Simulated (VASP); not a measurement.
Write the native input for VASP 6.6.1 that does the following.

```
Task                   : single point
Functional             : PBE
Potentials or basis    : VASP PAW PBE potentials, release 64 (Na_pv)
Cutoff                 : 500 eV
k mesh                 : 2 × 2 × 2
Occupations            : gaussian, width 0.1 eV
Spin                   : no spin polarisation
Dipole correction      : no
Further INCAR settings : ALGO = Normal; EDIFF = 1e-06; NBANDS = 10
```

The structure of Na lies in POSCAR:

```
Na
1.0
   -2.1040267987      2.1040267987      2.1040267987
    2.1040267987     -2.1040267987      2.1040267987
    2.1040267987      2.1040267987     -2.1040267987
Na
1
Direct
    0.9420000000      0.1510000000      0.6240000000
```

These files were run (other wordings do the same):

INCAR

```
SYSTEM = Na
  PREC = Accurate
  ENCUT = 500
  EDIFF = 1E-6
  ISMEAR = 0
  SIGMA = 0.1
  LREAL = .FALSE.
  LASPH = .TRUE.
  NELM = 120
  ALGO = Normal
  ISIF = 2
  LWAVE = .FALSE.
  LCHARG = .FALSE.
  GGA = PE
  NBANDS = 10
  GGA_COMPAT = .FALSE.
```

KPOINTS

```
regular mesh
0
G
  2 2 2
  0 0 0
```

Potentials or basis: VASP PAW PBE potentials, release 64 (Na_pv).

Command:

```bash
$ cat potpaw_PBE.64/Na_pv/POTCAR > POTCAR
$ mpirun -np 1 vasp_std > vasp.out
```

Results of the run:

```json
{"Pressure": "1.8 GPa"}
```

Caveat: the k points lie up to 1.06 Å⁻¹ apart.

It used 4.5 s of CPU time on 1 thread of Intel Xeon 8259CL, on a shared host.
